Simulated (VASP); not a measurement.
Runs of VASP 6.6.1 on PrAgC. The structure is that of space group P-6m2 (No. 187), or close to it. The cells are those of the table. The cell was generated, and may not be a known phase.

| task | cell | k mesh | gap on the mesh (eV) | pressure (GPa) | relaxed volume (Å³/atom) |
| --- | --- | --- | --- | --- | --- |
| relaxation of cell and atoms | relaxed from a = 4.163, b = 4.163, c = 4.544 Å, angles 90.0, 90.0, 120.0°, 3 atoms | 6 × 6 × 4 | none | 0.2 | 18.17 |
| single point | a = 3.988, b = 3.988, c = 3.952 Å, angles 90.0, 90.0, 120.0°, 3 atoms | 12 × 12 × 12 | none | 0.1 | - |
| relaxation of cell and atoms | relaxed from a = 3.988, b = 3.988, c = 3.962 Å, angles 90.0, 90.0, 120.0°, 3 atoms | 15 × 15 × 15 | none | 0.0 | 18.16 |
| relaxation of cell and atoms | relaxed from a = 3.988, b = 3.988, c = 3.962 Å, angles 90.0, 90.0, 120.0°, 3 atoms | 12 × 12 × 12 | none | 0.0 | 18.17 |
| single point | a = 3.989, b = 3.989, c = 3.950 Å, angles 90.0, 90.0, 120.0°, 3 atoms | 15 × 15 × 15 | none | 0.1 | - |
| single point | a = 4.163, b = 4.163, c = 4.544 Å, angles 90.0, 90.0, 120.0°, 3 atoms | 6 × 6 × 4 | none | (a) | - |
| single point | a = 3.988, b = 3.988, c = 3.962 Å, angles 90.0, 90.0, 120.0°, 3 atoms | 6 × 6 × 4 | none | 0.0 | - |

Alike in all rows: level PBE; potentials or basis VASP PAW PBE potentials, release 64 (Pr_3, Ag, C), 4f in core; no spin polarisation; cutoff (eV) 600; smearing gaussian 0.1 eV.

Task: Fill in the values left out.

Result: (a) -13.3.

Caveats: some runs use coarse meshes; spin-orbit coupling is left out, which moves the levels of the heavy elements; the 4f electrons are frozen in the core, so they carry no moment and show no levels; the volume moved by over 15 % at a fixed basis, so the end points are rough (at least some runs); the cell stands under tension (at least some runs).

A k mesh can miss the band edges, and the runs leave out spin-orbit coupling on Ag, Pr.

A gap of «none» marks levels without a gap at the run's occupations.
